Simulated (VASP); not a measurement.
# MoH6 in VASP: notebook, part 2 of 2

VASP 6.6.1. Earlier steps stand in the parts before.

## 5. Single point, PBE

This run uses another cell than the first one, of 6.64 Å³/atom, 1.266 times its volume.

Contents of INCAR:

```
  ALGO = Normal
  EDIFF = 1E-6
  ENCUT = 500
  GGA = PE
  GGA_COMPAT = F
  ISIF = 2
  ISMEAR = 0
  LASPH = T
  LCHARG = F
  LREAL = F
  LWAVE = F
  NBANDS = 19
  NELM = 120
  PREC = Accurate
  SIGMA = 0.15
```

Contents of KPOINTS:

```
k-points
0
Gamma
  3 3 3
```

Contents of POSCAR:

```
MoH6
1.0
    0.0000000000      2.8530209119      2.8530209119
    2.8530209119      0.0000000000      2.8530209119
    2.8530209119      2.8530209119      0.0000000000
H Mo
6 1
Direct
    0.1823352821      0.8176647179      0.8176647179
    0.8176647179      0.1823352821      0.1823352821
    0.8176647179      0.1823352821      0.8176647179
    0.1823352821      0.8176647179      0.1823352821
    0.8176647179      0.8176647179      0.1823352821
    0.1823352821      0.1823352821      0.8176647179
    0.5000000000      0.5000000000      0.5000000000
```

Potentials or basis: VASP PAW PBE potentials, release 64 (H, Mo_sv).

The run is started by

```
cat potpaw_PBE.64/H/POTCAR potpaw_PBE.64/Mo_sv/POTCAR > POTCAR
mpirun -np 1 vasp_std > vasp.out
```

OUTCAR:

```text
EDIFF = 1E-6
   ENCUT = 500
   GGA = PE
   ISIF = 2
   ISMEAR = 0
   LASPH = T
   LREAL = F
   NELM = 120
   PREC = Accurate

 ion  position               nearest neighbor table
   1  0.182  0.818  0.818-   7 1.81
   2  0.818  0.182  0.182-   7 1.81
   3  0.818  0.182  0.818-   7 1.81
   4  0.182  0.818  0.182-   7 1.81
   5  0.818  0.818  0.182-   7 1.81
   6  0.182  0.182  0.818-   7 1.81
   7  0.500  0.500  0.500-   1 1.81   2 1.81   3 1.81   4 1.81   5 1.81   6 1.81

  LATTYP: Found a face centered cubic cell.
 ALAT       =     5.7060418238

  Lattice vectors:

 A1 = (   0.0000000000,   2.8530209119,   2.8530209119)
 A2 = (   2.8530209119,   0.0000000000,   2.8530209119)
 A3 = (   2.8530209119,   2.8530209119,   0.0000000000)

Analysis of symmetry for initial positions (statically):
=====================================================================
 Subroutine PRICEL returns:
 Original cell was already a primitive cell.

 Routine SETGRP: Setting up the symmetry group for a
 face centered cubic supercell.

 Subroutine GETGRP returns: Found 48 space group operations
 (whereof 48 operations were pure point group operations)
 out of a pool of 48 trial point group operations.

The static configuration has the point symmetry O_h .

Analysis of symmetry for dynamics (positions and initial velocities):
=====================================================================
 Subroutine PRICEL returns:
 Original cell was already a primitive cell.

 Routine SETGRP: Setting up the symmetry group for a
 face centered cubic supercell.

 Subroutine GETGRP returns: Found 48 space group operations
 (whereof 48 operations were pure point group operations)
 out of a pool of 48 trial point group operations.

[... 109 lines left out ...]
     AMIX_MAG =   1.60;   BMIX_MAG =  1.00
  volume/ion in A,a.u.               =       6.64        44.78
  Fermi-wavevector in a.u.,A,eV,Ry     =   1.236241  2.336157 20.793679  1.528292
  Thomas-Fermi vector in A             =   2.370858
   LORBIT       =      0    0 simple, 1 ext, 2 COOP (PROOUT), +10 PAW based schemes
   GGA     = PE    functional components
   LHFCALC =     F    Hartree Fock is set to
   AEXX    =    0.0000 exact exchange contribution
   IVDW    =     0    specifies the selected vdW correction
   LEPSILON=     F    determine dielectric tensor
   LRPA    =     F    only Hartree local field effects (RPA)
 non-spin polarized calculation
 Gauss-broadening in eV      SIGMA  =   0.15
  energy-cutoff  :      500.00
  volume of cell :       46.45
 maximum number of plane-waves:      1243
 NGX is ok and might be reduce to    30

 number of electron      19.9999997 magnetization

 Free energy of the ion-electron system (eV)
  ---------------------------------------------------
  ext. energy  EPLUGINS =         0.00000000
  ---------------------------------------------------
  free energy    TOTEN  =       -23.32428344 eV

  energy without entropy =      -23.27570978  energy(sigma->0) =      -23.29999661

 E-fermi :   3.6253     XC(G=0): -10.2423

 val. band max:        3.5413831552   @ k =   0.3333   0.0000   0.0000
 cond. band min:       3.7793842300   @ k =   0.3333   0.0000   0.0000
 fundamental gap:      0.2380010748
 Fermi energy:         3.6252859614

 k-point     1 :       0.0000    0.0000    0.0000
  band No.  band energies     occupation
      1     -57.2499      2.00000
      2     -31.3592      2.00000
      3     -31.3592      2.00000
      4     -31.3592      2.00000
      5      -7.5331      2.00000
      6       0.9523      2.00000
[... 65 lines left out ...]
      6      -1.1783      2.00000
[... 11 lines left out ...]
     18      16.4366      0.00000
     19      17.0501      0.00000

------------------------ aborting loop because EDIFF is reached ----------------------------------------

  FORCE on cell =-STRESS in cart. coord.  units (eV):
  Direction    XX          YY          ZZ          XY          YZ          ZX
  --------------------------------------------------------------------------------------
  -------------------------------------------------------------------------------------
  Total       -0.1355747     -0.1355747     -0.1355747     -0.0000000     -0.0000000     -0.0000000
  in kB       -4.6767527     -4.6767527     -4.6767527     -0.0000000     -0.0000000     -0.0000000
  external PRESSURE =      -4.6767527 kB  Pullay stress =       0.0000000 kB

 VOLUME and BASIS-vectors are now :
 -----------------------------------------------------------------------------
  energy-cutoff  :      500.00
  volume of cell :       46.45
      direct lattice vectors                 reciprocal lattice vectors
     0.000000000  2.853020912  2.853020912    -0.175252834  0.175252834  0.175252834
     2.853020912  0.000000000  2.853020912     0.175252834 -0.175252834  0.175252834
     2.853020912  2.853020912  0.000000000     0.175252834  0.175252834 -0.175252834

 POSITION                                       TOTAL-FORCE (eV/Angst)
 -----------------------------------------------------------------------------------
      4.66563      2.85302      2.85302         0.024621     -0.000000      0.000000
      1.04041      2.85302      2.85302        -0.024621     -0.000000      0.000000
      2.85302      4.66563      2.85302         0.000000      0.024621      0.000000
      2.85302      1.04041      2.85302         0.000000     -0.024621      0.000000
      2.85302      2.85302      4.66563         0.000000     -0.000000      0.024621
      2.85302      2.85302      1.04041         0.000000     -0.000000     -0.024621
      2.85302      2.85302      2.85302         0.000000     -0.000000      0.000000
 -----------------------------------------------------------------------------------
    total drift:                                0.000000     -0.000000      0.000000

  FREE ENERGIE OF THE ION-ELECTRON SYSTEM (eV)
  ---------------------------------------------------
  free  energy   TOTEN  =       -23.3242834413 eV

  energy  without entropy=      -23.2757097776  energy(sigma->0) =      -23.29999661
```

stdout:

```text
POSCAR found type information on POSCAR H Mo
 POSCAR found :  2 types and       7 ions
 scaLAPACK will be used
 LDA part: xc-table for (Slater+PW92), standard interpolation
 POSCAR, INCAR and KPOINTS ok, starting setup
 FFT: planning ... GRIDC
 FFT: planning ... GRID_SOFT
 FFT: planning ... GRID
 WAVECAR not read
 entering main loop
```

Run time: 4.6 s. Hardware: 1 thread of AMD EPYC 7R13 (Zen 3), shared host; peak memory 0.13 GiB.

Results:

| Property | Result |
| --- | --- |
| Free energy | -23.3243 eV |
| Pressure | -0.5 GPa |
| Largest force | 0.025 eV/Å |
| Band gap on the k mesh | zero (band 10 reaches 3.54 eV, above the bottom of band 11 at 2.97 eV) |

Forces in eV/Å, atoms in the order of the input:
```
H    0.025  0.000  0.000
H   -0.025  0.000  0.000
H    0.000  0.025  0.000
H    0.000 -0.025  0.000
H    0.000  0.000  0.025
H    0.000  0.000 -0.025
Mo   0.000  0.000  0.000
```

Caveat: the k points lie up to 0.64 Å⁻¹ apart.

## 6. Summary

| cell | gap on the mesh (eV) | pressure (GPa) | largest force (eV/Å) |
| --- | --- | --- | --- |
| a = 3.730 Å, angles 60.0°, 7 atoms | 2.18 | -0.9 | - |
| a = 3.726 Å, angles 60.0°, 7 atoms | 2.18 | -0.5 | 0.04 |
| a = 3.725 Å, angles 60.0°, 7 atoms | 2.19 | -0.3 | - |
| a = 4.035 Å, angles 60.0°, 7 atoms | none | -0.5 | 0.02 |

Some of these runs hold the atoms at other places in the same cell, which the table doesn't show; runs alike in all that it shows share one row.

Alike in all rows: task single point; level PBE; potentials or basis VASP PAW PBE potentials, release 64 (H, Mo_sv); no spin polarisation; k mesh 3 × 3 × 3; cutoff (eV) 500; smearing gaussian 0.15 eV.

Caveats: all runs use coarse meshes.

Total energies depend on the potentials used, so only differences within one code and one set of settings carry meaning.
